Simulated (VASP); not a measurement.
# GaP (F-43m) in VASP: notebook

Runs on GaP. Level: PBE. Tasks: electric field gradients.

All numbers are computed with VASP 6.6.1; they aren't measurements. Logs are shortened: lines on timing, memory, paths and dates and some standing lists are left out, and cuts for length are marked.

### Step 1. The cell of the first run

The structure is cubic, space group F-43m (No. 216). Conventional cell: a = 5.432 Å, b = 5.432 Å, c = 5.432 Å, α = 90.00°, β = 90.00°, γ = 90.00°. Ga (site symmetry -43m) has 4 P at 2.35 Å within 3.1 Å. P (site symmetry -43m) has 4 Ga at 2.35 Å within 3.1 Å.

### Step 2. Electric field gradients, PBE (volume scaled by 0.99)

INCAR

```
SYSTEM = GaP
  PREC = Accurate
  ENCUT = 520
  EDIFF = 1E-8
  ISMEAR = -1
  SIGMA = 0.05
  LREAL = .False.
  LASPH = .True.
  NELM = 60
  ALGO = Normal
  ISIF = 2
  LWAVE = .False.
  LCHARG = .False.
  GGA = PE
  LEFG = .True.
  NBANDS = 16
```

KPOINTS

```
regular mesh
0
Gamma
  10 10 10
  0 0 0
```

POSCAR

```
GaP
1.0
    0.0000000000      2.7161353834      2.7161353834
    2.7161353834      0.0000000000      2.7161353834
    2.7161353834      2.7161353834      0.0000000000
Ga P
1 1
Direct
    0.0000000000      0.0000000000      0.0000000000
    0.7500000000      0.7500000000      0.7500000000
```

Potentials or basis: VASP PAW PBE potentials, release 64 (Ga_d, P).

Command:

```
cat potpaw_PBE.64/Ga_d/POTCAR potpaw_PBE.64/P/POTCAR > POTCAR
mpirun -np 1 vasp_std > vasp.out
```

OUTCAR:

```text
SYSTEM = GaP
   PREC = Accurate
   ENCUT = 520
   EDIFF = 1E-8
   ISMEAR = -1
   LREAL = .False.
   LASPH = .True.
   NELM = 60
   ISIF = 2
   GGA = PE

 ion  position               nearest neighbor table
   1  0.000  0.000  0.000-   2 2.35   2 2.35   2 2.35   2 2.35
   2  0.750  0.750  0.750-   1 2.35   1 2.35   1 2.35   1 2.35

  LATTYP: Found a face centered cubic cell.
 ALAT       =     5.4322707668

  Lattice vectors:

 A1 = (   0.0000000000,   2.7161353834,   2.7161353834)
 A2 = (   2.7161353834,   0.0000000000,   2.7161353834)
 A3 = (   2.7161353834,   2.7161353834,   0.0000000000)

Analysis of symmetry for initial positions (statically):
=====================================================================
 Subroutine PRICEL returns:
 Original cell was already a primitive cell.

 Routine SETGRP: Setting up the symmetry group for a
 face centered cubic supercell.

 Subroutine GETGRP returns: Found 24 space group operations
 (whereof 24 operations were pure point group operations)
 out of a pool of 48 trial point group operations.

The static configuration has the point symmetry T_d .

Analysis of symmetry for dynamics (positions and initial velocities):
=====================================================================
 Subroutine PRICEL returns:
 Original cell was already a primitive cell.

 Routine SETGRP: Setting up the symmetry group for a
 face centered cubic supercell.

 Subroutine GETGRP returns: Found 24 space group operations
 (whereof 24 operations were pure point group operations)
 out of a pool of 48 trial point group operations.

The dynamic configuration has the point symmetry T_d .

 Subroutine INISYM returns: Found 24 space group operations
 (whereof 24 operations are pure point group operations),
 and found     1 'primitive' translations

----------------------------------------------------------------------------------------

                                     Primitive cell

  volume of cell :      40.0760

  direct lattice vectors                    reciprocal lattice vectors
     0.000000000  2.716135383  2.716135383    -0.184085080  0.184085080  0.184085080
     2.716135383  0.000000000  2.716135383     0.184085080 -0.184085080  0.184085080
     2.716135383  2.716135383  0.000000000     0.184085080  0.184085080 -0.184085080

  length of vectors
     3.841195496  3.841195496  3.841195496     0.318844712  0.318844712  0.318844712

  position of ions in fractional coordinates (direct lattice)
     0.000000000  0.000000000  0.000000000
     0.750000000  0.750000000  0.750000000

  ion indices of the primitive-cell ions
   primitive index   ion index
                 1           1
                 2           2

----------------------------------------------------------------------------------------

 KPOINTS: regular mesh

Automatic generation of k-mesh.
 Grid dimensions read from file:
 generate k-points for:   10   10   10

 Generating k-lattice:

  Cartesian coordinates                     Fractional coordinates (reciprocal lattice)
    -0.018408508  0.018408508  0.018408508     0.100000000  0.000000000  0.000000000
     0.018408508 -0.018408508  0.018408508     0.000000000  0.100000000  0.000000000
     0.018408508  0.018408508 -0.018408508     0.000000000  0.000000000  0.100000000

  Length of vectors
     0.031884471  0.031884471  0.031884471

  Shift w.r.t. Gamma in fractional coordinates (k-lattice)
     0.000000000  0.000000000  0.000000000

 Subroutine IBZKPT returns following result:
 ===========================================

 Found     47 irreducible k-points:

 Following reciprocal coordinates:
            Coordinates               Weight
  0.000000  0.000000  0.000000      1.000000
  0.100000  0.000000  0.000000      8.000000
  0.200000  0.000000  0.000000      8.000000
  0.300000  0.000000  0.000000      8.000000
  0.400000  0.000000  0.000000      8.000000
  0.500000  0.000000  0.000000      4.000000
[... 16 lines left out ...]
  0.300000  0.300000  0.000000      6.000000
  0.400000  0.300000  0.000000     24.000000
 [... further k-points ...]
   k-points           NKPTS =     47   k-points in BZ     NKDIM =     47   number of bands    NBANDS=     16
   number of dos      NEDOS =    301   number of ions     NIONS =      2
   total plane-waves  NPLWV =  27000
   dimension x,y,z NGX =    30 NGY =   30 NGZ =   30
   dimension x,y,z NGXF=    60 NGYF=   60 NGZF=   60
   ions per type =               1   1
   NGX,Y,Z   is equivalent  to a cutoff of  12.98, 12.98, 12.98 a.u.
   NGXF,Y,Z  is equivalent  to a cutoff of  25.97, 25.97, 25.97 a.u.
 SYSTEM =  GaP
   PREC   = accura    normal or accurate (medium, high low for compatibility)
   ISTART =      0    job   : 0-new  1-cont  2-samecut
   ICHARG =      2    charge: 1-file 2-atom 10-const
   ISPIN  =      1    spin polarized calculation?
   LNONCOLLINEAR =      F non collinear calculations
   LSORBIT =      F    spin-orbit coupling
   LASPH  =      T    aspherical Exc in radial PAW
   ENCUT  =  520.0 eV  38.22 Ry    6.18 a.u.   7.14  7.14  7.14*2*pi/ulx,y,z
   NELM   =     60;   NELMIN=  2; NELMDL= -5     # of ELM steps
   EDIFF  = 0.1E-07   stopping-criterion for ELM
   LREAL  =      F    real-space projection
   EDIFFG = 0.1E-06   stopping-criterion for IOM
   NSW    =      0    number of steps for IOM
   IBRION =     -1    ionic relax: 0-MD 1-quasi-New 2-CG
   NFREE  =      0    steps in history (QN), initial steepest desc. (CG)
   ISIF   =      2    stress and relaxation
   ISYM   =      2    0-nonsym 1-usesym 2-fastsym
   POTIM  = 0.5000    time-step for ionic-motion
   TEBEG  =    0.0;   TEEND  =   0.0 temperature during run
   PSTRESS=    0.0 pullay stress
   NELECT =      18.0000    total number of electrons
   NUPDOWN=      -1.0000    fix difference up-down
   EMIN   =  10.00;   EMAX   =-10.00  energy-range for DOS
   EFERMI =   0.00;   METHOD = LEGACY
   ISMEAR =    -1;   SIGMA  =   0.05  broadening in eV -4-tet -1-fermi 0-gaus
   EFERMI_NEDOS =   21; number of points for ismear=-14 and -15
   IALGO  =     38    algorithm
   IMIX   =      4    mixing-type and parameters
     AMIX     =   0.40;   BMIX     =  1.00
     AMIX_MAG =   1.60;   BMIX_MAG =  1.00
  volume/ion in A,a.u.               =      20.04       135.22
  Fermi-wavevector in a.u.,A,eV,Ry     =   1.253731  2.369207 21.386190  1.571841
  Thomas-Fermi vector in A             =   2.387569
   LORBIT       =      0    0 simple, 1 ext, 2 COOP (PROOUT), +10 PAW based schemes
   GGA     = PE    functional components
   LHFCALC =     F    Hartree Fock is set to
   AEXX    =    0.0000 exact exchange contribution
   IVDW    =     0    specifies the selected vdW correction
   LEPSILON=     F    determine dielectric tensor
   LRPA    =     F    only Hartree local field effects (RPA)
 non-spin polarized calculation
  energy-cutoff  :      520.00
  volume of cell :       40.08
 maximum number of plane-waves:      1106
 NGX is ok and might be reduce to    30
   NGX = 15   NGY = 15   NGZ = 15

 number of electron      17.9999987 magnetization

 Free energy of the ion-electron system (eV)
  ---------------------------------------------------
  ext. energy  EPLUGINS =         0.00000000
  ---------------------------------------------------
  free energy    TOTEN  =        -9.11070037 eV

  energy without entropy =       -9.11070037  energy(sigma->0) =       -9.11070037

 E-fermi :   5.5312     XC(G=0):  -9.8792

 val. band max:        4.7544851541   @ k =   0.0000   0.0000   0.0000
 cond. band min:       6.3424055567   @ k =   0.4000   0.4000   0.0000
 fundamental gap:      1.5879204025
 Fermi energy:         5.5311853628

 k-point     1 :       0.0000    0.0000    0.0000
  band No.  band energies     occupation
      1      -9.8127      2.00000
      2      -9.8127      2.00000
      3      -9.8127      2.00000
      4      -9.7098      2.00000
      5      -9.7098      2.00000
      6      -7.8131      2.00000
[... 8 lines left out ...]
     15      14.5562      0.00000
     16      14.5562      0.00000

 k-point     2 :       0.1000    0.0000    0.0000
  band No.  band energies     occupation
      1      -9.8222      2.00000
      2      -9.8095      2.00000
      3      -9.8095      2.00000
      4      -9.7099      2.00000
      5      -9.7099      2.00000
      6      -7.6811      2.00000
[... 8 lines left out ...]
     15      14.0845      0.00000
     16      14.2300      0.00000

 k-point     3 :       0.2000    0.0000    0.0000
  band No.  band energies     occupation
      1      -9.8454      2.00000
      2      -9.8017      2.00000
      3      -9.8017      2.00000
      4      -9.7094      2.00000
      5      -9.7094      2.00000
      6      -7.2988      2.00000
[... 8 lines left out ...]
     15      13.6603      0.00000
     16      14.8979      0.00000

 k-point     4 :       0.3000    0.0000    0.0000
  band No.  band energies     occupation
      1      -9.8713      2.00000
      2      -9.7937      2.00000
      3      -9.7937      2.00000
      4      -9.7072      2.00000
      5      -9.7072      2.00000
      6      -6.7136      2.00000
[... 8 lines left out ...]
     15      14.0767      0.00000
     16      14.5220      0.00000

 k-point     5 :       0.4000    0.0000    0.0000
  band No.  band energies     occupation
      1      -9.8907      2.00000
      2      -9.7887      2.00000
      3      -9.7887      2.00000
      4      -9.7038      2.00000
      5      -9.7038      2.00000
      6      -6.0585      2.00000
[... 8 lines left out ...]
     15      15.3192      0.00000
     16      15.3192      0.00000

 k-point     6 :       0.5000    0.0000    0.0000
  band No.  band energies     occupation
      1      -9.8978      2.00000
      2      -9.7871      2.00000
      3      -9.7871      2.00000
      4      -9.7022      2.00000
      5      -9.7022      2.00000
      6      -5.7139      2.00000
[... 8 lines left out ...]
     15      16.4745      0.00000
     16      16.4745      0.00000
[... 267 lines left out ...]
 k-point    21 :      -0.3000    0.2000    0.0000
  band No.  band energies     occupation
      1      -9.8925      2.00000
      2      -9.7832      2.00000
      3      -9.7789      2.00000
      4      -9.7103      2.00000
      5      -9.7074      2.00000
      6      -5.8903      2.00000
[... 8 lines left out ...]
     15      15.8065      0.00000
     16      17.6213      0.00000

 k-point    22 :      -0.2000    0.2000    0.0000
  band No.  band energies     occupation
      1      -9.8772      2.00000
      2      -9.7884      2.00000
      3      -9.7875      2.00000
      4      -9.7134      2.00000
      5      -9.7055      2.00000
      6      -6.5140      2.00000
[... 8 lines left out ...]
     15      16.1270      0.00000
     16      16.8945      0.00000

 k-point    23 :       0.3000    0.3000    0.0000
  band No.  band energies     occupation
      1      -9.8999      2.00000
      2      -9.7693      2.00000
      3      -9.7693      2.00000
      4      -9.7327      2.00000
      5      -9.6951      2.00000
      6      -6.3351      2.00000
[... 8 lines left out ...]
     15      15.8995      0.00000
     16      18.6421      0.00000

 k-point    24 :       0.4000    0.3000    0.0000
  band No.  band energies     occupation
      1      -9.9123      2.00000
      2      -9.7634      2.00000
      3      -9.7612      2.00000
      4      -9.7354      2.00000
      5      -9.6929      2.00000
      6      -5.8076      2.00000
[... 8 lines left out ...]
     15      16.5619      0.00000
     16      18.6070      0.00000

 [... further k-points ...]
[... 5 lines left out ...]
  --------------------------------------------------------------------------------------
  -------------------------------------------------------------------------------------
  Total        0.8442920      0.8442920      0.8442920      0.0000000      0.0000000     -0.0000000
  in kB       33.7535148     33.7535148     33.7535148      0.0000000      0.0000000     -0.0000000
  external PRESSURE =      33.7535148 kB  Pullay stress =       0.0000000 kB

 VOLUME and BASIS-vectors are now :
 -----------------------------------------------------------------------------
  energy-cutoff  :      520.00
  volume of cell :       40.08
      direct lattice vectors                 reciprocal lattice vectors
     0.000000000  2.716135383  2.716135383    -0.184085080  0.184085080  0.184085080
     2.716135383  0.000000000  2.716135383     0.184085080 -0.184085080  0.184085080
     2.716135383  2.716135383  0.000000000     0.184085080  0.184085080 -0.184085080

 POSITION                                       TOTAL-FORCE (eV/Angst)
 -----------------------------------------------------------------------------------
      0.00000      0.00000      0.00000        -0.000000     -0.000000     -0.000000
      4.07420      4.07420      4.07420         0.000000      0.000000      0.000000
 -----------------------------------------------------------------------------------
    total drift:                               -0.000001     -0.000001     -0.000001

  FREE ENERGIE OF THE ION-ELECTRON SYSTEM (eV)
  ---------------------------------------------------
  free  energy   TOTEN  =        -9.1107003742 eV

  energy  without entropy=       -9.1107003717  energy(sigma->0) =       -9.11070037

 Electric field gradients (V/A^2)
---------------------------------------------------------------------
 ion       V_xx      V_yy      V_zz      V_xy      V_xz      V_yz
---------------------------------------------------------------------
   1       0.000     0.000     0.000    -0.001    -0.001    -0.001
   2       0.000     0.000     0.000    -0.000    -0.000    -0.000
---------------------------------------------------------------------

 Electric field gradients after diagonalization (V/A^2)
 (convention: |V_zz| > |V_xx| > |V_yy|)
----------------------------------------------------------------------
 ion       V_xx      V_yy      V_zz     asymmetry (V_yy - V_xx)/ V_zz
----------------------------------------------------------------------
   1       0.001     0.001    -0.001       0.000
   2       0.000     0.000    -0.000       0.000
----------------------------------------------------------------------

           NMR quadrupolar parameters

 Cq : quadrupolar parameter    Cq=e*Q*V_zz/h
 eta: asymmetry parameters     (V_yy - V_xx)/ V_zz
 Q  : nuclear electric quadrupole moment in mb (millibarn)
----------------------------------------------------------------------
 ion       Cq(MHz)       eta       Q (mb)
----------------------------------------------------------------------
   1      -0.000       0.000       1.000
   2      -0.000       0.000       1.000
----------------------------------------------------------------------
```

It took 16 s on 1 thread of Intel Xeon 6975P-C (Granite Rapids), shared host; peak memory 0.18 GiB.

Results:

```yaml
Free_energy: -9.1107 eV
Pressure: 3.4 GPa
Band_gap_on_the_k_mesh: 1.59 eV, indirect (least direct gap 1.91 eV)
```

Levels at points of the mesh, in eV from the valence-band top:
```tsv
k point	band 5	band 6	band 7	band 8	band 9	band 10	band 11	band 12	band 13	band 14
(0.00, 0.00, 0.00)	-14.46	-12.57	0.00	0.00	0.00	1.91	3.89	3.89	3.89	8.85
(0.50, 0.00, 0.00)	-14.46	-10.47	-6.69	-1.13	-1.13	1.70	4.72	4.72	8.31	10.96
(0.50, 0.50, 0.00)	-14.44	-9.56	-6.80	-2.72	-2.72	1.63	1.81	10.67	10.67	11.29
```

Caveat: without QUAD_EFG the Cq values of the log hold for a quadrupole moment of 1 mb, not for the nuclei.

(Part 1 of 2 ends here.)
